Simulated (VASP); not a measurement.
# RbBr (I4/mmm) in VASP: further runs

RbBr is run at these levels: HSE06; tasks: single point.

All numbers are computed with VASP 6.6.1; they aren't measurements. Logs are shortened: lines on timing, memory, paths and dates and some standing lists are left out, and cuts for length are marked.

## (1) The cell of the first run

The structure is tetragonal, space group I4/mmm (No. 139). Conventional cell: a = 4.943 Å, b = 4.943 Å, c = 6.910 Å, α = 90.00°, β = 90.00°, γ = 90.00°. Rb (site symmetry 4/mmm) has 6 Br at 3.45 to 3.50 Å within 4.5 Å. Br (site symmetry 4/mmm) has 6 Rb at 3.45 to 3.50 Å within 4.5 Å.

## (2) Single point, HSE06 (epitaxial xy strain +1.0%)

The input, POSCAR:

```
RbBr
1.0
    0.0000000000      3.4954343121      3.4549664704
    3.4954343121      0.0000000000      3.4549664704
    3.4954343121      3.4954343121      0.0000000000
Rb Br
1 1
Direct
    0.0000000000      0.0000000000      0.0000000000
    0.5000000000      0.5000000000      0.5000000000
```

The input, INCAR.step1:

```
SYSTEM = RbBr
PREC = Accurate
ENCUT = 520
EDIFF = 1E-5
ISMEAR = 0
SIGMA = 0.01
LREAL = .FALSE.
LASPH = .TRUE.
NELM = 60
ALGO = Normal
ISIF = 2
LWAVE = .TRUE.
LCHARG = .FALSE.
GGA = PE
NBANDS = 15
```

The input, INCAR.step2:

```
SYSTEM = RbBr
PREC = Accurate
ENCUT = 520
EDIFF = 1E-6
ISMEAR = 0
SIGMA = 0.01
LREAL = .FALSE.
LASPH = .TRUE.
NELM = 60
ALGO = Normal
ISIF = 2
LWAVE = .FALSE.
LCHARG = .FALSE.
GGA = PE
LHFCALC = .TRUE.
HFSCREEN = 0.2079
PRECFOCK = Normal
ISTART = 1
NBANDS = 15
```

The input, KPOINTS:

```
Automatic mesh
0
G
  4 4 4
  0 0 0
```

Potentials or basis: VASP PAW PBE potentials, release 64 (Rb_sv, Br).

The run is started by

```console
cat potpaw_PBE.64/Rb_sv/POTCAR potpaw_PBE.64/Br/POTCAR > POTCAR
cp INCAR.step1 INCAR
mpirun -np 1 vasp_std > vasp.out
cp INCAR.step2 INCAR
mpirun -np 1 vasp_std > vasp.out
```

OUTCAR:

```text
SYSTEM = RbBr
   PREC = Accurate
   ENCUT = 520
   EDIFF = 1E-6
   ISMEAR = 0
   LREAL = .FALSE.
   LASPH = .TRUE.
   NELM = 60
   ISIF = 2
   GGA = PE
   LHFCALC = .TRUE.
   HFSCREEN = 0.2079
   PRECFOCK = Normal
   ISTART = 1

 ion  position               nearest neighbor table
   1  0.000  0.000  0.000-   2 3.45   2 3.45   2 3.50   2 3.50   2 3.50   2 3.50
   2  0.500  0.500  0.500-   1 3.45   1 3.45   1 3.50   1 3.50   1 3.50   1 3.50

  LATTYP: Found a body centered tetragonal cell.
 ALAT       =     4.9432906106
 C/A-ratio  =     1.3978407270

  Lattice vectors:

 A1 = (   0.0000000000,  -3.4954343121,  -3.4549664704)
 A2 = (   0.0000000000,   3.4954343121,  -3.4549664704)
 A3 = (   3.4954343121,   0.0000000000,   3.4549664704)

Analysis of symmetry for initial positions (statically):
=====================================================================
 Subroutine PRICEL returns:
 Original cell was already a primitive cell.

 Routine SETGRP: Setting up the symmetry group for a
 body centered tetragonal supercell.

 Subroutine GETGRP returns: Found 16 space group operations
 (whereof 16 operations were pure point group operations)
 out of a pool of 16 trial point group operations.

The static configuration has the point symmetry D_4h.

Analysis of symmetry for dynamics (positions and initial velocities):
=====================================================================
 Subroutine PRICEL returns:
 Original cell was already a primitive cell.

 Routine SETGRP: Setting up the symmetry group for a
 body centered tetragonal supercell.

 Subroutine GETGRP returns: Found 16 space group operations
 (whereof 16 operations were pure point group operations)
 out of a pool of 16 trial point group operations.

The dynamic configuration has the point symmetry D_4h.

 Subroutine INISYM returns: Found 16 space group operations
 (whereof 16 operations are pure point group operations),
 and found     1 'primitive' translations

----------------------------------------------------------------------------------------

                                     Primitive cell

  volume of cell :      84.4260

  direct lattice vectors                    reciprocal lattice vectors
     0.000000000  3.495434312  3.454966470    -0.143043741  0.143043741  0.144719205
     3.495434312  0.000000000  3.454966470     0.143043741 -0.143043741  0.144719205
     3.495434312  3.495434312  0.000000000     0.143043741  0.143043741 -0.144719205

  length of vectors
     4.914758828  4.914758828  4.943290611     0.248730118  0.248730118  0.248730118

  position of ions in fractional coordinates (direct lattice)
     0.000000000  0.000000000  0.000000000
     0.500000000  0.500000000  0.500000000

  ion indices of the primitive-cell ions
   primitive index   ion index
                 1           1
                 2           2

----------------------------------------------------------------------------------------

 KPOINTS: Automatic mesh

Automatic generation of k-mesh.
 Grid dimensions read from file:
 generate k-points for:    4    4    4

 Generating k-lattice:

  Cartesian coordinates                     Fractional coordinates (reciprocal lattice)
    -0.035760935  0.035760935  0.036179801     0.250000000  0.000000000  0.000000000
     0.035760935 -0.035760935  0.036179801     0.000000000  0.250000000  0.000000000
     0.035760935  0.035760935 -0.036179801     0.000000000  0.000000000  0.250000000

  Length of vectors
     0.062182530  0.062182530  0.062182530

  Shift w.r.t. Gamma in fractional coordinates (k-lattice)
     0.000000000  0.000000000  0.000000000

 Subroutine IBZKPT returns following result:
 ===========================================

 Found     13 irreducible k-points:

 Following reciprocal coordinates:
            Coordinates               Weight
  0.000000  0.000000  0.000000      1.000000
  0.250000  0.000000  0.000000      8.000000
  0.500000  0.000000  0.000000      4.000000
  0.250000  0.250000  0.000000      2.000000
  0.500000  0.250000  0.000000      8.000000
 -0.250000  0.250000  0.000000      4.000000
  0.500000  0.500000  0.000000      1.000000
  0.250000  0.000000  0.250000      4.000000
  0.500000  0.000000  0.250000     16.000000
 -0.250000  0.000000  0.250000      8.000000
 -0.250000  0.500000  0.250000      4.000000
  0.500000  0.000000  0.500000      2.000000
 -0.250000  0.250000  0.500000      2.000000
   k-points           NKPTS =     13   k-points in BZ     NKDIM =     64   number of bands    NBANDS=     15
   number of dos      NEDOS =    301   number of ions     NIONS =      2
   total plane-waves  NPLWV =  64000
   dimension x,y,z NGX =    40 NGY =   40 NGZ =   40
   dimension x,y,z NGXF=    80 NGYF=   80 NGZF=   80
   ions per type =               1   1
   NGX,Y,Z   is equivalent  to a cutoff of  13.53, 13.53, 13.45 a.u.
   NGXF,Y,Z  is equivalent  to a cutoff of  27.06, 27.06, 26.90 a.u.
 SYSTEM =  RbBr
   PREC   = accura    normal or accurate (medium, high low for compatibility)
   ISTART =      1    job   : 0-new  1-cont  2-samecut
   ICHARG =      0    charge: 1-file 2-atom 10-const
   ISPIN  =      1    spin polarized calculation?
   LNONCOLLINEAR =      F non collinear calculations
   LSORBIT =      F    spin-orbit coupling
   LASPH  =      T    aspherical Exc in radial PAW
   ENCUT  =  520.0 eV  38.22 Ry    6.18 a.u.   9.14  9.14  9.19*2*pi/ulx,y,z
   NELM   =     60;   NELMIN=  2; NELMDL=  0     # of ELM steps
   EDIFF  = 0.1E-05   stopping-criterion for ELM
   LREAL  =      F    real-space projection
   EDIFFG = 0.1E-04   stopping-criterion for IOM
   NSW    =      0    number of steps for IOM
   IBRION =     -1    ionic relax: 0-MD 1-quasi-New 2-CG
   NFREE  =      0    steps in history (QN), initial steepest desc. (CG)
   ISIF   =      2    stress and relaxation
   ISYM   =      3    0-nonsym 1-usesym 2-fastsym
   POTIM  = 0.5000    time-step for ionic-motion
   TEBEG  =    0.0;   TEEND  =   0.0 temperature during run
   PSTRESS=    0.0 pullay stress
   NELECT =      16.0000    total number of electrons
   NUPDOWN=      -1.0000    fix difference up-down
   EMIN   =  10.00;   EMAX   =-10.00  energy-range for DOS
   EFERMI =   0.00;   METHOD = LEGACY
   ISMEAR =     0;   SIGMA  =   0.01  broadening in eV -4-tet -1-fermi 0-gaus
   EFERMI_NEDOS =   21; number of points for ismear=-14 and -15
   IALGO  =     38    algorithm
   IMIX   =      1    mixing-type and parameters
     AMIX     =   0.40;   BMIX     =  1.00
     AMIX_MAG =   1.60;   BMIX_MAG =  1.00
  volume/ion in A,a.u.               =      42.21       284.87
  Fermi-wavevector in a.u.,A,eV,Ry     =   0.940350  1.777004 12.031058  0.884258
  Thomas-Fermi vector in A             =   2.067753
   LORBIT       =      0    0 simple, 1 ext, 2 COOP (PROOUT), +10 PAW based schemes
   GGA     = PE    functional components
   LHFCALC =     T    Hartree Fock is set to
   PRECFOCK=normal    Normal, Fast or Accurate (Low or Medium for compatibility)
   ENCUT4O =  -1.0   cutoff for four orbital integrals eV
   NKREDX  =     1    reduce k-point grid by
   NKREDY  =     1    reduce k-point grid by
   NKREDZ  =     1    reduce k-point grid by
   AEXX    =    0.2500 exact exchange contribution
   HFSCREEN=    0.2079 screening length (either q_TF or 0.3 A-1)
   HFSCREENC=   0.2079 screening length for correlation (either q_TF or 0.3 A-1)
   ENCUTFOCK=  -1.0 apply spherical cutoff to Coloumb kernel
   IVDW    =     0    specifies the selected vdW correction
   LEPSILON=     F    determine dielectric tensor
   LRPA    =     F    only Hartree local field effects (RPA)
 non-spin polarized calculation
 Gauss-broadening in eV      SIGMA  =   0.01
  energy-cutoff  :      520.00
  volume of cell :       84.43
 maximum number of plane-waves:      2292
 NGX is ok and might be reduce to    40
  NGX = 28; NGY = 28; NGZ = 28

 number of electron      15.9999998 magnetization

 Free energy of the ion-electron system (eV)
  ---------------------------------------------------
  ext. energy  EPLUGINS =         0.00000000
  ---------------------------------------------------
  free energy    TOTEN  =        -7.07369419 eV

  energy without entropy =       -7.07369419  energy(sigma->0) =       -7.07369419

 E-fermi :  -2.6649     XC(G=0):  -5.9272

 val. band max:       -2.7911138461   @ k =   0.0000   0.0000   0.0000
 cond. band min:       2.5959200311   @ k =   0.0000   0.0000   0.0000
 fundamental gap:      5.3870338772
 Fermi energy:        -2.6649216303

 k-point     1 :       0.0000    0.0000    0.0000
  band No.  band energies     occupation
      1     -28.9918      2.00000
      2     -15.9507      2.00000
      3     -11.9042      2.00000
      4     -11.9023      2.00000
      5     -11.9023      2.00000
      6      -2.8010      2.00000
      7      -2.8010      2.00000
      8      -2.7911      2.00000
      9       2.5959      0.00000
     10       5.6989      0.00000
     11       5.6989      0.00000
     12       5.7663      0.00000
     13       6.6325      0.00000
     14       6.6970      0.00000
     15       9.1904      0.00000

 k-point     2 :       0.2500    0.0000    0.0000
  band No.  band energies     occupation
      1     -28.9877      2.00000
      2     -15.9658      2.00000
      3     -11.9055      2.00000
      4     -11.9045      2.00000
      5     -11.8791      2.00000
      6      -3.3173      2.00000
      7      -2.9668      2.00000
      8      -2.9653      2.00000
      9       3.8260      0.00000
     10       5.5153      0.00000
     11       6.4257      0.00000
     12       6.4602      0.00000
     13       7.4636      0.00000
     14       7.5442      0.00000
     15      10.7619      0.00000
[... 167 lines left out ...]
      3     -12.0598      2.00000
      4     -11.9686      2.00000
      5     -11.9615      2.00000
      6      -3.2899      2.00000
      7      -2.9625      2.00000
      8      -2.9574      2.00000
      9       4.0022      0.00000
     10       5.4274      0.00000
     11       7.3576      0.00000
     12       7.7334      0.00000
     13       7.8942      0.00000
     14       9.3217      0.00000
     15       9.4199      0.00000

 k-point    13 :      -0.2500    0.2500    0.5000
  band No.  band energies     occupation
      1     -28.9815      2.00000
      2     -15.9226      2.00000
      3     -12.0103      2.00000
      4     -12.0103      2.00000
      5     -11.8775      2.00000
      6      -3.2759      2.00000
      7      -3.1541      2.00000
      8      -3.1541      2.00000
      9       5.4479      0.00000
     10       5.4479      0.00000
     11       6.5674      0.00000
     12       6.9778      0.00000
     13       9.3733      0.00000
     14       9.4314      0.00000
     15       9.5215      0.00000

------------------------ aborting loop because EDIFF is reached ----------------------------------------

  FORCE on cell =-STRESS in cart. coord.  units (eV):
  Direction    XX          YY          ZZ          XY          YZ          ZX
  --------------------------------------------------------------------------------------
  -------------------------------------------------------------------------------------
  Total       -0.0141552     -0.0141552      0.1463482      0.0000000      0.0000000      0.0000000
  in kB       -0.2686282     -0.2686282      2.7772933      0.0000000      0.0000000      0.0000000
  external PRESSURE =       0.7466790 kB  Pullay stress =       0.0000000 kB

 VOLUME and BASIS-vectors are now :
 -----------------------------------------------------------------------------
  energy-cutoff  :      520.00
  volume of cell :       84.43
      direct lattice vectors                 reciprocal lattice vectors
     0.000000000  3.495434312  3.454966470    -0.143043741  0.143043741  0.144719205
     3.495434312  0.000000000  3.454966470     0.143043741 -0.143043741  0.144719205
     3.495434312  3.495434312  0.000000000     0.143043741  0.143043741 -0.144719205

 POSITION                                       TOTAL-FORCE (eV/Angst)
 -----------------------------------------------------------------------------------
      0.00000      0.00000      0.00000        -0.000000      0.000000     -0.000000
      3.49543      3.49543      3.45497         0.000000      0.000000      0.000000
 -----------------------------------------------------------------------------------
    total drift:                               -0.000000     -0.000000      0.000000

  FREE ENERGIE OF THE ION-ELECTRON SYSTEM (eV)
  ---------------------------------------------------
  free  energy   TOTEN  =        -7.0736941917 eV

  energy  without entropy=       -7.0736941917  energy(sigma->0) =       -7.07369419
```

It took 11 min on 1 thread of Intel Xeon Platinum 8259CL at 2.50GHz (Skylake/Cascade Lake), shared host; peak memory 0.35 GiB.

What came out:

```
Free energy            : -7.0737 eV
Pressure               : 0.1 GPa
Band gap on the k mesh : 5.39 eV
```

Stress tensor (GPa, compression positive):
```
-0.03  0.00  0.00
 0.00 -0.03  0.00
 0.00  0.00  0.28
```

Levels at points of the mesh, in eV from the valence-band top:
```csv
k point,band 5,band 6,band 7,band 8,band 9,band 10,band 11,band 12
"(0.00, 0.00, 0.00)",-9.11,-0.01,-0.01,0.00,5.39,8.49,8.49,8.56
"(0.50, 0.00, 0.00)",-9.06,-0.94,-0.33,-0.33,7.82,8.79,10.74,10.75
"(0.50, 0.50, 0.00)",-9.18,-0.48,-0.18,-0.18,6.78,8.23,10.20,10.55
"(0.50, 0.00, 0.50)",-9.17,-0.50,-0.17,-0.17,6.79,8.22,10.15,10.52
```

Caveat: the cell differs from its parent crystal (epitaxial xy strain +1.0%); the PAW data sets were made with another functional, which shifts forces and pressure a little.

[end of part 1 of 2]
